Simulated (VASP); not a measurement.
Input of a VASP 6.6.1 run:

Contents of INCAR:

```
SYSTEM = GdTl3
PREC = Accurate
ENCUT = 520
EDIFF = 1E-7
ISMEAR = -1
SIGMA = 0.05
LREAL = .False.
LASPH = .True.
NELM = 150
ALGO = Normal
ISIF = 2
LWAVE = .False.
LCHARG = .False.
ISPIN = 2
MAGMOM = 7 0 0 0
LORBIT = 11
LMAXMIX = 6
GGA = PS
NBANDS = 40
```

The input KPOINTS:

```
regular mesh
0
Gamma
  6 6 6
  0 0 0
```

File POSCAR:

```
GdTl3
1.0
    4.6900000000      0.0000000000      0.0000000000
    0.0000000000      4.6900000000      0.0000000000
    0.0000000000      0.0000000000      4.6900000000
Gd Tl
1 3
Direct
    0.0000000000      0.0000000000      0.0000000000
    0.0000000000      0.5000000000      0.5000000000
    0.5000000000      0.0000000000      0.5000000000
    0.5000000000      0.5000000000      0.0000000000
```

Potentials or basis: VASP PAW PBE potentials, release 64 (Gd, Tl_d).

Launch:

```sh
$ cat potpaw_PBE.64/Gd/POTCAR potpaw_PBE.64/Tl_d/POTCAR > POTCAR
$ mpirun -np 1 vasp_std > vasp.out
```

Task: What does it give for the net moment?

Result: 7.07 μB per cell.

Task: Predict the pressure.

Result: 0.2 GPa.

Task: What does it give for the site moments?

Result: Gd +6.80; Tl -0.00 μB.

Caveat: the PAW data sets were made with another functional, which shifts forces and pressure a little. The state reached can hang on the start; a lower one may exist.
